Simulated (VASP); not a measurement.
# MgF2 (P4_2/mnm) in VASP: single point with r2SCAN

Aim: the single point of MgF2 with r2SCAN.

Everything below comes from runs of VASP 6.6.1. Logs are shortened: lines on timing, memory, paths and dates and some standing lists are left out, and cuts for length are marked.

### Step 1. The cell of the first run

Symmetry: P4_2/mnm, No. 136, tetragonal system. The conventional cell has a = 4.560 Å, b = 4.560 Å, c = 2.976 Å, α = 90.00°, β = 90.00°, γ = 90.00°. Within 2.6 Å of Mg (site symmetry mmm) lie 6 F at 1.95 to 1.96 Å. Within 2.6 Å of F (site symmetry m2m) lie 3 Mg at 1.95 to 1.96 Å and 1 F at 2.54 Å.

### Step 2. Single point, r2SCAN

POSCAR

```
MgF2
1.0
    4.5596216600      0.0000000000      0.0000000000
    0.0000000000      4.5596216600      0.0000000000
    0.0000000000      0.0000000000      2.9756481900
Mg F
2 4
Direct
    0.0000000000      0.0000000000      0.0000000000
    0.5000000000      0.5000000000      0.5000000000
    0.3028000000      0.3028000000      0.0000000000
    0.1972000000      0.8028000000      0.5000000000
    0.6972000000      0.6972000000      0.0000000000
    0.8028000000      0.1972000000      0.5000000000
```

INCAR.step1

```
SYSTEM = MgF2
PREC = Accurate
ENCUT = 920
ISMEAR = 0
SIGMA = 0.0242
LREAL = .False.
LASPH = .True.
NELM = 120
NBANDS = 33
GGA = PE
ALGO = Normal
EDIFF = 1E-5
LWAVE = .True.
LCHARG = .False.
GGA_COMPAT = .False.
```

INCAR.step2

```
SYSTEM = MgF2
PREC = Accurate
ENCUT = 920
EDIFF = 1E-6
ISMEAR = 0
SIGMA = 0.0242
LREAL = .False.
LASPH = .True.
NELM = 120
ALGO = Normal
ISIF = 2
LWAVE = .False.
LCHARG = .False.
METAGGA = R2SCAN
LMIXTAU = .True.
NBANDS = 33
ISTART = 1
GGA_COMPAT = .False.
```

KPOINTS

```
Automatic mesh
0
Gamma
  6 6 9
  0 0 0
```

Potentials or basis: VASP PAW PBE potentials, release 64 (Mg_sv, F).

Launch:

```
$ cat potpaw_PBE.64/Mg_sv/POTCAR potpaw_PBE.64/F/POTCAR > POTCAR
$ cp INCAR.step1 INCAR
$ mpirun -np 1 vasp_std > vasp.out
$ cp INCAR.step2 INCAR
$ mpirun -np 1 vasp_std > vasp.out
```

OUTCAR:

```text
SYSTEM = MgF2
   PREC = Accurate
   ENCUT = 920
   EDIFF = 1E-6
   ISMEAR = 0
   LREAL = .False.
   LASPH = .True.
   NELM = 120
   ISIF = 2
   METAGGA = R2SCAN
   ISTART = 1

 ion  position               nearest neighbor table
   1  0.000  0.000  0.000-   3 1.95   5 1.95   4 1.96   6 1.96   4 1.96   6 1.96
   2  0.500  0.500  0.500-   4 1.95   6 1.95   5 1.96   3 1.96   3 1.96   5 1.96
   3  0.303  0.303  0.000-   1 1.95   2 1.96   2 1.96
   4  0.197  0.803  0.500-   2 1.95   1 1.96   1 1.96
   5  0.697  0.697  0.000-   1 1.95   2 1.96   2 1.96
   6  0.803  0.197  0.500-   2 1.95   1 1.96   1 1.96

  LATTYP: Found a simple tetragonal cell.
 ALAT       =     4.5596216600
 C/A-ratio  =     0.6526085741

  Lattice vectors:

 A1 = (   4.5596216600,   0.0000000000,   0.0000000000)
 A2 = (   0.0000000000,   4.5596216600,   0.0000000000)
 A3 = (   0.0000000000,   0.0000000000,   2.9756481900)

Analysis of symmetry for initial positions (statically):
=====================================================================
 Subroutine PRICEL returns:
 Original cell was already a primitive cell.

 Routine SETGRP: Setting up the symmetry group for a
 simple tetragonal supercell.

 Subroutine GETGRP returns: Found 16 space group operations
 (whereof  8 operations were pure point group operations)
 out of a pool of 16 trial point group operations.

The static configuration has the point symmetry D_2h.
 The point group associated with its full space group is D_4h.

Analysis of symmetry for dynamics (positions and initial velocities):
=====================================================================
 Subroutine PRICEL returns:
 Original cell was already a primitive cell.

 Routine SETGRP: Setting up the symmetry group for a
 simple tetragonal supercell.

 Subroutine GETGRP returns: Found 16 space group operations
 (whereof  8 operations were pure point group operations)
 out of a pool of 16 trial point group operations.

The dynamic configuration has the point symmetry D_2h.
 The point group associated with its full space group is D_4h.

 Subroutine INISYM returns: Found 16 space group operations
 (whereof  8 operations are pure point group operations),
 and found     1 'primitive' translations

----------------------------------------------------------------------------------------

                                     Primitive cell

  volume of cell :      61.8642

  direct lattice vectors                    reciprocal lattice vectors
     4.559621660  0.000000000  0.000000000     0.219316442  0.000000000  0.000000000
     0.000000000  4.559621660  0.000000000     0.000000000  0.219316442  0.000000000
     0.000000000  0.000000000  2.975648190     0.000000000  0.000000000  0.336061233

  length of vectors
     4.559621660  4.559621660  2.975648190     0.219316442  0.219316442  0.336061233

  position of ions in fractional coordinates (direct lattice)
     0.000000000  0.000000000  0.000000000
     0.500000000  0.500000000  0.500000000
     0.302800000  0.302800000  0.000000000
     0.197200000  0.802800000  0.500000000
     0.697200000  0.697200000  0.000000000
     0.802800000  0.197200000  0.500000000

  ion indices of the primitive-cell ions
   primitive index   ion index
                 1           1
                 2           2
                 3           3
                 4           4
                 5           5
                 6           6

----------------------------------------------------------------------------------------

 KPOINTS: Automatic mesh

Automatic generation of k-mesh.
 Grid dimensions read from file:
 generate k-points for:    6    6    9

 Generating k-lattice:

  Cartesian coordinates                     Fractional coordinates (reciprocal lattice)
     0.036552740  0.000000000  0.000000000     0.166666667  0.000000000  0.000000000
     0.000000000  0.036552740  0.000000000     0.000000000  0.166666667  0.000000000
     0.000000000  0.000000000  0.037340137     0.000000000  0.000000000  0.111111111

  Length of vectors
     0.036552740  0.036552740  0.037340137

  Shift w.r.t. Gamma in fractional coordinates (k-lattice)
     0.000000000  0.000000000  0.000000000

 Subroutine IBZKPT returns following result:
 ===========================================

 Found     50 irreducible k-points:

 Following reciprocal coordinates:
            Coordinates               Weight
  0.000000  0.000000  0.000000      1.000000
  0.166667  0.000000  0.000000      4.000000
  0.333333  0.000000  0.000000      4.000000
  0.500000  0.000000  0.000000      2.000000
  0.166667  0.166667  0.000000      4.000000
  0.333333  0.166667  0.000000      8.000000
[... 16 lines left out ...]
  0.333333  0.000000  0.222222      8.000000
  0.500000  0.000000  0.222222      4.000000
 [... further k-points ...]
   k-points           NKPTS =     50   k-points in BZ     NKDIM =     50   number of bands    NBANDS=     33
   number of dos      NEDOS =    301   number of ions     NIONS =      6
   total plane-waves  NPLWV =  69120
   dimension x,y,z NGX =    48 NGY =   48 NGZ =   30
   dimension x,y,z NGXF=    96 NGYF=   96 NGZF=   60
   ions per type =               2   4
   NGX,Y,Z   is equivalent  to a cutoff of  17.50, 17.50, 16.76 a.u.
   NGXF,Y,Z  is equivalent  to a cutoff of  35.00, 35.00, 33.52 a.u.
 SYSTEM =  MgF2
   PREC   = accura    normal or accurate (medium, high low for compatibility)
   ISTART =      1    job   : 0-new  1-cont  2-samecut
   ICHARG =      0    charge: 1-file 2-atom 10-const
   ISPIN  =      1    spin polarized calculation?
   LNONCOLLINEAR =      F non collinear calculations
   LSORBIT =      F    spin-orbit coupling
   LASPH  =      T    aspherical Exc in radial PAW
   ENCUT  =  920.0 eV  67.62 Ry    8.22 a.u.  11.28 11.28  7.36*2*pi/ulx,y,z
   NELM   =    120;   NELMIN=  2; NELMDL=  0     # of ELM steps
   EDIFF  = 0.1E-05   stopping-criterion for ELM
   LREAL  =      F    real-space projection
[... 7 lines left out ...]
   TEBEG  =    0.0;   TEEND  =   0.0 temperature during run
   PSTRESS=    0.0 pullay stress
   NELECT =      48.0000    total number of electrons
   NUPDOWN=      -1.0000    fix difference up-down
   EMIN   =  10.00;   EMAX   =-10.00  energy-range for DOS
   EFERMI =   0.00;   METHOD = LEGACY
   ISMEAR =     0;   SIGMA  =   0.02  broadening in eV -4-tet -1-fermi 0-gaus
   EFERMI_NEDOS =   21; number of points for ismear=-14 and -15
   IALGO  =     38    algorithm
   IMIX   =      4    mixing-type and parameters
     AMIX     =   0.40;   BMIX     =  1.00
     AMIX_MAG =   1.60;   BMIX_MAG =  1.00
  volume/ion in A,a.u.               =      10.31        69.58
  Fermi-wavevector in a.u.,A,eV,Ry     =   1.504327  2.842765 30.789970  2.262999
  Thomas-Fermi vector in A             =   2.615321
   LORBIT       =      0    0 simple, 1 ext, 2 COOP (PROOUT), +10 PAW based schemes
   METAGGA = R2SCAN    functional components
   LHFCALC =     F    Hartree Fock is set to
   AEXX    =    0.0000 exact exchange contribution
   IVDW    =     0    specifies the selected vdW correction
   LEPSILON=     F    determine dielectric tensor
   LRPA    =     F    only Hartree local field effects (RPA)
 non-spin polarized calculation
 Gauss-broadening in eV      SIGMA  =   0.02
  energy-cutoff  :      920.00
  volume of cell :       61.86
 maximum number of plane-waves:      3959
 NGX is ok and might be reduce to    48
   NGX = 23   NGY = 23   NGZ = 15

 number of electron      48.0000013 magnetization

 Free energy of the ion-electron system (eV)
  ---------------------------------------------------
  ext. energy  EPLUGINS =         0.00000000
  ---------------------------------------------------
  free energy    TOTEN  =       -43.75738282 eV

  energy without entropy =      -43.75738282  energy(sigma->0) =      -43.75738282

 E-fermi :  -1.4149     XC(G=0): -10.7915

 val. band max:       -1.7043037133   @ k =   0.0000   0.0000   0.0000
 cond. band min:       6.7499551181   @ k =   0.0000   0.0000   0.0000
 fundamental gap:      8.4542588313
 Fermi energy:        -1.4148876272

 k-point     1 :       0.0000    0.0000    0.0000
  band No.  band energies     occupation
      1     -74.7398      2.00000
      2     -74.7388      2.00000
      3     -39.8909      2.00000
      4     -39.8909      2.00000
      5     -39.8588      2.00000
      6     -39.8588      2.00000
[... 25 lines left out ...]
     32      18.8414      0.00000
     33      18.8414      0.00000

 k-point     2 :       0.1667    0.0000    0.0000
  band No.  band energies     occupation
      1     -74.7398      2.00000
      2     -74.7387      2.00000
      3     -39.8897      2.00000
      4     -39.8897      2.00000
      5     -39.8601      2.00000
      6     -39.8600      2.00000
[... 25 lines left out ...]
     32      18.5288      0.00000
     33      18.8764      0.00000

 k-point     3 :       0.3333    0.0000    0.0000
  band No.  band energies     occupation
      1     -74.7396      2.00000
      2     -74.7389      2.00000
      3     -39.8870      2.00000
      4     -39.8868      2.00000
      5     -39.8631      2.00000
      6     -39.8629      2.00000
[... 25 lines left out ...]
     32      18.0666      0.00000
     33      18.5454      0.00000

 k-point     4 :       0.5000    0.0000    0.0000
  band No.  band energies     occupation
      1     -74.7392      2.00000
      2     -74.7392      2.00000
      3     -39.8852      2.00000
      4     -39.8852      2.00000
      5     -39.8648      2.00000
      6     -39.8648      2.00000
[... 673 lines left out ...]
     32      17.8267      0.00000
     33      18.2964      0.00000

 k-point    23 :       0.3333    0.0000    0.2222
  band No.  band energies     occupation
      1     -74.7382      2.00000
      2     -74.7377      2.00000
      3     -39.8832      2.00000
      4     -39.8799      2.00000
      5     -39.8791      2.00000
      6     -39.8769      2.00000
[... 25 lines left out ...]
     32      17.0962      0.00000
     33      17.4483      0.00000

 k-point    24 :       0.5000    0.0000    0.2222
  band No.  band energies     occupation
      1     -74.7380      2.00000
      2     -74.7380      2.00000
      3     -39.8816      2.00000
      4     -39.8816      2.00000
      5     -39.8776      2.00000
      6     -39.8776      2.00000
[... 25 lines left out ...]
     32      16.6027      0.00000
     33      17.8585      0.00000

 [... further k-points ...]

------------------------ aborting loop because EDIFF is reached ----------------------------------------

  FORCE on cell =-STRESS in cart. coord.  units (eV):
  Direction    XX          YY          ZZ          XY          YZ          ZX
  --------------------------------------------------------------------------------------
  -------------------------------------------------------------------------------------
  Total        2.2061711      2.2061711      3.2513365      0.0000000      0.0000000      0.0000000
  in kB       57.1360968     57.1360968     84.2041121      0.0000000      0.0000000      0.0000000
  external PRESSURE =      66.1587686 kB  Pullay stress =       0.0000000 kB

 VOLUME and BASIS-vectors are now :
 -----------------------------------------------------------------------------
  energy-cutoff  :      920.00
  volume of cell :       61.86
      direct lattice vectors                 reciprocal lattice vectors
     4.559621660  0.000000000  0.000000000     0.219316442  0.000000000  0.000000000
     0.000000000  4.559621660  0.000000000     0.000000000  0.219316442  0.000000000
     0.000000000  0.000000000  2.975648190     0.000000000  0.000000000  0.336061233

 POSITION                                       TOTAL-FORCE (eV/Angst)
 -----------------------------------------------------------------------------------
      0.00000      0.00000      0.00000         0.000000     -0.000000     -0.000000
      2.27981      2.27981      1.48782         0.000000     -0.000000     -0.000000
      1.38065      1.38065      0.00000        -0.078482     -0.078482     -0.000000
      0.89916      3.66046      1.48782         0.078482     -0.078482     -0.000000
      3.17897      3.17897      0.00000         0.078482      0.078482      0.000000
      3.66046      0.89916      1.48782        -0.078482      0.078482      0.000000
 -----------------------------------------------------------------------------------
    total drift:                                0.000000     -0.000000     -0.000000

  FREE ENERGIE OF THE ION-ELECTRON SYSTEM (eV)
  ---------------------------------------------------
  free  energy   TOTEN  =       -43.7573828164 eV

  energy  without entropy=      -43.7573828164  energy(sigma->0) =      -43.75738282
```

Run time: 9.1 min. Hardware: 1 thread of Intel Xeon Platinum 8259CL at 2.50GHz (Skylake/Cascade Lake), shared host; peak memory 0.38 GiB.

Results:

* Free energy: -43.7574 eV
* Pressure: 6.6 GPa
* Largest force: 0.111 eV/Å
* Band gap on the k mesh: 8.45 eV

Forces in eV/Å, atoms in the order of the input:
```
Mg   0.000  0.000  0.000
Mg   0.000  0.000  0.000
F   -0.078 -0.078  0.000
F    0.078 -0.078  0.000
F    0.078  0.078  0.000
F   -0.078  0.078  0.000
```

Caveat: the cell stands under pressure; the PAW data sets were made with another functional, which shifts forces and pressure a little.
